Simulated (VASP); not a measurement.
A run of VASP 6.6.1 is set up as follows.

File INCAR:

```
  PREC = Accurate
  ENCUT = 600
  EDIFF = 1E-6
  ISMEAR = -1
  SIGMA = 0.05
  LREAL = F
  LASPH = T
  NELM = 60
  ALGO = Normal
  ISIF = 3
  LWAVE = F
  LCHARG = F
  GGA = PS
  IBRION = 2
  NSW = 60
  EDIFFG = -0.005
  PSTRESS = 2700.0
```

Contents of KPOINTS:

```
Automatic mesh
0
Gamma
  20 20 20
```

The input POSCAR:

```
Ge
1.0
   -1.3078878886      1.3078878886      1.3078878886
    1.3078878886     -1.3078878886      1.3078878886
    1.3078878886      1.3078878886     -1.3078878886
Ge
1
Direct
    0.0000000000      0.0000000000      0.0000000000
```

Potentials or basis: VASP PAW PBE potentials, release 64 (Ge_d).

Launch:

```console
$ cat potpaw_PBE.64/Ge_d/POTCAR > POTCAR
$ mpirun -np 1 vasp_std > vasp.out
```

Q: Estimate the relaxed cell.

A: a = 2.267 Å, b = 2.267 Å, c = 2.267 Å, α = 109.47°, β = 109.47°, γ = 109.47°.

Q: What does it give for the space group after relaxing (to 0.05 Å)?

A: Im-3m (No. 229).

Q: Estimate the relaxed volume.

A: 8.97 Å³/atom.

Q: What does it give for the band gap on the k mesh?

A: Zero (band 7 reaches 38.51 eV, above the bottom of band 8 at 12.64 eV).

The path:
```
step  energy change (eV)  largest force (eV/Å)  pressure (GPa)  volume (Å³)
   1              0.0000                0.0000          271.72         8.95
   2             -0.2066                0.0000          258.60         9.07
   3             -0.0294                0.0000          270.06         8.97
```

Caveat: the cell is relaxed towards a set pressure, so the enthalpy falls and the energy may rise; the PAW data sets were made with another functional, which shifts forces and pressure a little.
